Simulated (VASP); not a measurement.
# BN (F-43m) in VASP: single point with PBEsol

Aim: the single point of BN with PBEsol.

Everything below comes from runs of VASP 6.6.1. Logs are shortened: lines on timing, memory, paths and dates and some standing lists are left out, and cuts for length are marked.

## Step 1: The cell of the first run

It takes space group F-43m (No. 216, cubic). Conventional cell: a = 3.606 Å, b = 3.606 Å, c = 3.606 Å, α = 90.00°, β = 90.00°, γ = 90.00°. B (site symmetry -43m) has 4 N at 1.56 Å within 2.1 Å. Within 2.1 Å of N (site symmetry -43m) lie 4 B at 1.56 Å.

## Step 2: Single point, PBEsol

Contents of INCAR:

```
SYSTEM = BN
ALGO = Normal ; EDIFF = 1E-7
ENCUT = 520 ; GGA = PS
ISIF = 2 ; ISMEAR = -1
LASPH = .TRUE. ; LCHARG = .TRUE.
LELF = .TRUE. ; LREAL = Auto
LVHAR = .TRUE. ; LWAVE = .FALSE.
NBANDS = 326 ; NELM = 100
PREC = Accurate ; SIGMA = 0.05
```

Contents of KPOINTS:

```
k-points
0
G
  1 1 1
  0 0 0
```

Contents of POSCAR:

```
BN
1.0
    0.0000000000      7.2115910000      7.2115910000
    7.2115910000      0.0000000000      7.2115910000
    7.2115910000      7.2115910000      0.0000000000
B N
64 64
Direct
    0.0000000000      0.0000000000      0.0000000000
    0.5000000000      0.0000000000      0.0000000000
    0.0000000000      0.5000000000      0.0000000000
    0.0000000000      0.0000000000      0.5000000000
    0.2500000000      0.2500000000      0.2500000000
    0.5000000000      0.5000000000      0.0000000000
[... 120 lines left out ...]
    0.0625000000      0.8125000000      0.8125000000
    0.5625000000      0.8125000000      0.8125000000
```

Potentials or basis: VASP PAW PBE potentials, release 64 (B, N).

Launch:

```bash
> cat potpaw_PBE.64/B/POTCAR potpaw_PBE.64/N/POTCAR > POTCAR
> mpirun -np 1 vasp_gam > vasp.out
```

OUTCAR:

```text
SYSTEM = BN
   EDIFF = 1E-7
   ENCUT = 520
   GGA = PS
   ISIF = 2
   ISMEAR = -1
   LASPH = .TRUE.
   LREAL = Auto
   NELM = 100
   PREC = Accurate

 ion  position               nearest neighbor table
   1  0.000  0.000  0.000-  65 1.56  87 1.56 101 1.56 114 1.56
   2  0.500  0.000  0.000-  66 1.56  91 1.56 104 1.56 113 1.56
   3  0.000  0.500  0.000-  67 1.56  93 1.56  97 1.56 119 1.56
   4  0.000  0.000  0.500-  68 1.56  81 1.56 109 1.56 120 1.56
   5  0.250  0.250  0.250-  69 1.56  82 1.56  98 1.56 115 1.56
   6  0.500  0.500  0.000-  70 1.56  95 1.56  99 1.56 116 1.56
[... 120 lines left out ...]
 127  0.062  0.812  0.812-  37 1.56  63 1.56  15 1.56  23 1.56
 128  0.562  0.812  0.812-  40 1.56  64 1.56  16 1.56  27 1.56

  LATTYP: Found a face centered cubic cell.
 ALAT       =    14.4231820000

  Lattice vectors:

 A1 = (   0.0000000000,   7.2115910000,   7.2115910000)
 A2 = (   7.2115910000,   0.0000000000,   7.2115910000)
 A3 = (   7.2115910000,   7.2115910000,   0.0000000000)

Analysis of symmetry for initial positions (statically):
=====================================================================
 Subroutine PRICEL returns following result:

  LATTYP: Found a face centered cubic cell.
 ALAT       =     3.6057955000

  Lattice vectors:

 A1 = (   0.0000000000,   1.8028977500,   1.8028977500)
 A2 = (   1.8028977500,   0.0000000000,   1.8028977500)
 A3 = (   1.8028977500,   1.8028977500,   0.0000000000)

  64 primitive cells build up your supercell.

 Routine SETGRP: Setting up the symmetry group for a
 face centered cubic supercell.

 Subroutine GETGRP returns: Found 24 space group operations
 (whereof 24 operations were pure point group operations)
 out of a pool of 48 trial point group operations.

The static configuration has the point symmetry T_d .

Analysis of symmetry for dynamics (positions and initial velocities):
=====================================================================
 Subroutine PRICEL returns following result:

  LATTYP: Found a face centered cubic cell.
 ALAT       =     3.6057955000

  Lattice vectors:

 A1 = (   0.0000000000,   1.8028977500,   1.8028977500)
 A2 = (   1.8028977500,   0.0000000000,   1.8028977500)
 A3 = (   1.8028977500,   1.8028977500,   0.0000000000)

  64 primitive cells build up your supercell.

 Routine SETGRP: Setting up the symmetry group for a
 face centered cubic supercell.

 Subroutine GETGRP returns: Found 24 space group operations
 (whereof 24 operations were pure point group operations)
 out of a pool of 48 trial point group operations.

The dynamic configuration has the point symmetry T_d .

 Subroutine INISYM returns: Found 24 space group operations
 (whereof 24 operations are pure point group operations),
 and found    64 'primitive' translations

----------------------------------------------------------------------------------------

                                     Primitive cell

  volume of cell :      11.7204

  direct lattice vectors                    reciprocal lattice vectors
     0.000000000  1.802897750  1.802897750    -0.277331313  0.277331313  0.277331313
     1.802897750  0.000000000  1.802897750     0.277331313 -0.277331313  0.277331313
     1.802897750  1.802897750  0.000000000     0.277331313  0.277331313 -0.277331313

  length of vectors
     2.549682450  2.549682450  2.549682450     0.480351924  0.480351924  0.480351924

  position of ions in fractional coordinates (direct lattice)
     0.000000000  0.000000000  0.000000000
     0.250000000  0.250000000  0.250000000

  ion indices of the primitive-cell ions
   primitive index   ion index
                 1           1
                 2          65

----------------------------------------------------------------------------------------

 KPOINTS: k-points

Automatic generation of k-mesh.
 Grid dimensions read from file:
 generate k-points for:    1    1    1

 Generating k-lattice:

  Cartesian coordinates                     Fractional coordinates (reciprocal lattice)
    -0.069332828  0.069332828  0.069332828     1.000000000  0.000000000  0.000000000
     0.069332828 -0.069332828  0.069332828     0.000000000  1.000000000  0.000000000
     0.069332828  0.069332828 -0.069332828     0.000000000  0.000000000  1.000000000

  Length of vectors
     0.120087981  0.120087981  0.120087981

  Shift w.r.t. Gamma in fractional coordinates (k-lattice)
     0.000000000  0.000000000  0.000000000

 Subroutine IBZKPT returns following result:
 ===========================================

 Found      1 irreducible k-points:

 Following reciprocal coordinates:
            Coordinates               Weight
  0.000000  0.000000  0.000000      1.000000
   k-points           NKPTS =      1   k-points in BZ     NKDIM =      1   number of bands    NBANDS=    326
   number of dos      NEDOS =    301   number of ions     NIONS =    128
   total plane-waves  NPLWV = 512000
   dimension x,y,z NGX =    80 NGY =   80 NGZ =   80
   dimension x,y,z NGXF=   160 NGYF=  160 NGZF=  160
   ions per type =              64  64
   NGX,Y,Z   is equivalent  to a cutoff of  13.04, 13.04, 13.04 a.u.
   NGXF,Y,Z  is equivalent  to a cutoff of  26.08, 26.08, 26.08 a.u.
 SYSTEM =  BN
   PREC   = accura    normal or accurate (medium, high low for compatibility)
   ISTART =      0    job   : 0-new  1-cont  2-samecut
   ICHARG =      2    charge: 1-file 2-atom 10-const
   ISPIN  =      1    spin polarized calculation?
   LNONCOLLINEAR =      F non collinear calculations
   LSORBIT =      F    spin-orbit coupling
   LASPH  =      T    aspherical Exc in radial PAW
   ENCUT  =  520.0 eV  38.22 Ry    6.18 a.u.  18.96 18.96 18.96*2*pi/ulx,y,z
   NELM   =    100;   NELMIN=  2; NELMDL= -5     # of ELM steps
   EDIFF  = 0.1E-06   stopping-criterion for ELM
   LREAL  =      T    real-space projection
   EDIFFG = 0.1E-05   stopping-criterion for IOM
   NSW    =      0    number of steps for IOM
   IBRION =     -1    ionic relax: 0-MD 1-quasi-New 2-CG
   NFREE  =      0    steps in history (QN), initial steepest desc. (CG)
   ISIF   =      2    stress and relaxation
   ISYM   =      2    0-nonsym 1-usesym 2-fastsym
   POTIM  = 0.5000    time-step for ionic-motion
   TEBEG  =    0.0;   TEEND  =   0.0 temperature during run
   PSTRESS=    0.0 pullay stress
   NELECT =     512.0000    total number of electrons
   NUPDOWN=      -1.0000    fix difference up-down
   EMIN   =  10.00;   EMAX   =-10.00  energy-range for DOS
   EFERMI =   0.00;   METHOD = LEGACY
   ISMEAR =    -1;   SIGMA  =   0.05  broadening in eV -4-tet -1-fermi 0-gaus
   EFERMI_NEDOS =   21; number of points for ismear=-14 and -15
   IALGO  =     38    algorithm
   IMIX   =      4    mixing-type and parameters
     AMIX     =   0.40;   BMIX     =  1.00
     AMIX_MAG =   1.60;   BMIX_MAG =  1.00
  volume/ion in A,a.u.               =       5.86        39.55
  Fermi-wavevector in a.u.,A,eV,Ry     =   1.441420  2.723888 28.268692  2.077690
  Thomas-Fermi vector in A             =   2.560054
   LORBIT       =      0    0 simple, 1 ext, 2 COOP (PROOUT), +10 PAW based schemes
   GGA     = PS    functional components
   LHFCALC =     F    Hartree Fock is set to
   AEXX    =    0.0000 exact exchange contribution
   IVDW    =     0    specifies the selected vdW correction
   LEPSILON=     F    determine dielectric tensor
   LRPA    =     F    only Hartree local field effects (RPA)
 non-spin polarized calculation
  energy-cutoff  :      520.00
  volume of cell :      750.11
 maximum number of plane-waves:     10054
 NGX is ok and might be reduce to    80
   NGX = 37   NGY = 37   NGZ = 37

 number of electron     511.9999916 magnetization

 Free energy of the ion-electron system (eV)
  ---------------------------------------------------
  ext. energy  EPLUGINS =         0.00000000
  ---------------------------------------------------
  free energy    TOTEN  =     -1169.27396328 eV

  energy without entropy =    -1169.27396328  energy(sigma->0) =    -1169.27396328

 E-fermi :   8.7610     XC(G=0): -13.0456

 val. band max:        7.4933614872   @ k =   0.0000   0.0000   0.0000
 cond. band min:      11.7502968222   @ k =   0.0000   0.0000   0.0000
 fundamental gap:      4.2569353349
 Fermi energy:         8.7610146760

 k-point     1 :       0.0000    0.0000    0.0000
  band No.  band energies     occupation
      1     -12.8629      2.00000
      2     -11.3632      2.00000
      3     -11.3632      2.00000
      4     -11.3632      2.00000
      5     -11.3632      2.00000
      6     -11.3632      2.00000
[... 260 lines left out ...]
    267      14.8922      0.00000
    268      14.8922      0.00000
 [bands above 268 left out]

------------------------ aborting loop because EDIFF is reached ----------------------------------------

  FORCE on cell =-STRESS in cart. coord.  units (eV):
  Direction    XX          YY          ZZ          XY          YZ          ZX
  --------------------------------------------------------------------------------------
  -------------------------------------------------------------------------------------
  Total        5.9442545      5.9442545      5.9442545      0.0000000      0.0000000     -0.0000000
  in kB       12.6965206     12.6965206     12.6965206      0.0000000      0.0000000     -0.0000000
  external PRESSURE =      12.6965206 kB  Pullay stress =       0.0000000 kB

 VOLUME and BASIS-vectors are now :
 -----------------------------------------------------------------------------
  energy-cutoff  :      520.00
  volume of cell :      750.11
      direct lattice vectors                 reciprocal lattice vectors
     0.000000000  7.211591000  7.211591000    -0.069332828  0.069332828  0.069332828
     7.211591000  0.000000000  7.211591000     0.069332828 -0.069332828  0.069332828
     7.211591000  7.211591000  0.000000000     0.069332828  0.069332828 -0.069332828

 POSITION                                       TOTAL-FORCE (eV/Angst)
 -----------------------------------------------------------------------------------
      0.00000      0.00000      0.00000        -0.000000     -0.000000      0.000000
      0.00000      3.60580      3.60580        -0.000000     -0.000000      0.000000
      3.60580      0.00000      3.60580        -0.000000     -0.000000      0.000000
      3.60580      3.60580      0.00000         0.000000      0.000000      0.000000
      3.60580      3.60580      3.60580         0.000000      0.000000      0.000000
      3.60580      3.60580      7.21159        -0.000000     -0.000000      0.000000
[... 120 lines left out ...]
     11.71884      6.31014      6.31014         0.000000      0.000000     -0.000000
     11.71884      9.91594      9.91594        -0.000000      0.000000     -0.000000
 -----------------------------------------------------------------------------------
    total drift:                                0.000003      0.000003      0.000008

  FREE ENERGIE OF THE ION-ELECTRON SYSTEM (eV)
  ---------------------------------------------------
  free  energy   TOTEN  =     -1169.2739632780 eV

  energy  without entropy=    -1169.2739632779  energy(sigma->0) =    -1169.27396328
```

It took 13 min on 1 thread of Intel Xeon Platinum 8375C at 2.90GHz (Ice Lake), shared host; peak memory 1 GiB.

Results:

```
Free energy            : -1169.2740 eV
Pressure               : 1.3 GPa
Band gap on the k mesh : 4.26 eV
```

Levels at points of the mesh, in eV from the valence-band top:
| k point | band 253 | band 254 | band 255 | band 256 | band 257 | band 258 | band 259 | band 260 |
| --- | --- | --- | --- | --- | --- | --- | --- | --- |
| (0.00, 0.00, 0.00) | -1.15 | 0.00 | 0.00 | 0.00 | 4.26 | 4.26 | 4.26 | 6.68 |

Caveat: the k points lie up to 0.75 Å⁻¹ apart; the PAW data sets were made with another functional, which shifts forces and pressure a little; an odd mesh through Γ misses points on the zone boundary, where band edges can lie.
